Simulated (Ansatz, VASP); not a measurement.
**SiOs2: VASP beside Ansatz**

```
Si Os
1.0
    -1.44658    1.44658   10.16713
     1.44658   -1.44658   10.16713
     1.44658    1.44658  -10.16713
Si Os
2 4
Direct
  0.00000 0.00000 0.00000
  0.75000 0.25000 0.50000
  0.42855 0.42855 0.00000
  0.17855 0.67855 0.50000
  0.32145 0.82145 0.50000
  0.57145 0.57145 0.00000
```

Alike in both runs: functional PBE; k mesh 6 × 6 × 6; occupations gaussian, width 0.1 eV; no spin polarisation.

Ansatz relaxed the structure, and its values are those at the end. VASP's run is a single point on that final structure, the one shown.

|  | VASP | Ansatz |
| --- | --- | --- |
| version | VASP 6.6.1 | Ansatz 0.2.0 |
| potentials or method | VASP PAW PBE potentials, release 64 (Si, Os), cutoff 520 eV | scalar-relativistic, plane waves, PAW |
| valence electrons in the cell | 40 | 72 |

```csv
,VASP,Ansatz,Ansatz less VASP
gap on the k mesh at the Fermi level (eV),none,none,-
pressure (GPa),0.4,0.0,-0.36
rms of the force components (eV/Å),0.026,0.000,-0.0255
```

A gap of «none» marks a metal or a gap that the smearing closes. With one functional, cell and mesh, what is left measures potentials, basis and numerics. VASP's potentials hold 40 valence electrons a cell and Ansatz's 72, so a difference there can come from the potentials and not from the codes.

The k mesh is coarse, so the values compare programs but aren't converged. Spin-orbit coupling is off throughout.
